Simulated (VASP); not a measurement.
Runs of VASP 6.6.1 on Li. The structure is that of space group P-6m2 (No. 187), or close to it. The cells are those of the table. 

| task | cell | k mesh | cutoff (eV) | gap on the mesh (eV) | pressure (GPa) | relaxed volume (Å³/atom) | largest force (eV/Å) |
| --- | --- | --- | --- | --- | --- | --- | --- |
| single point | a = 3.009, b = 3.009, c = 7.786 Å, angles 90.0, 90.0, 120.0°, 3 atoms | 6 × 6 × 4 | 520 | none | - | - | 0.01 |
| relaxation of cell and atoms | relaxed from a = 3.009, b = 3.009, c = 7.786 Å, angles 90.0, 90.0, 120.0°, 3 atoms | 18 × 18 × 6 | 600 | none | 0.0 | 20.14 | - |
| single point | a = 3.006, b = 3.006, c = 7.793 Å, angles 90.0, 90.0, 120.0°, 3 atoms | 18 × 18 × 6 | 520 | none | - | - | - |
| single point | a = 3.555, b = 3.555, c = 5.603 Å, angles 90.0, 90.0, 120.0°, 3 atoms | 6 × 6 × 4 | 520 | none | - | - | 0.41 |
| relaxation of cell and atoms | relaxed from a = 3.555, b = 3.555, c = 5.603 Å, angles 90.0, 90.0, 120.0°, 3 atoms | 6 × 6 × 4 | 600 | none | -0.1 | (a) | 0.01 |

Alike in all rows: level PBE; potentials or basis VASP PAW PBE potentials, release 64 (Li_sv); no spin polarisation; smearing gaussian 0.1 eV.

Question: Fill in the values left out.

Answer: (a) 19.54.

Caveats: some runs use coarse meshes; the cutoff is under 1.25 times the usual one of these potentials, so pressure, stress and relaxed cells hold a basis-set (Pulay) error.

A gap of «none» marks levels without a gap at the run's occupations.
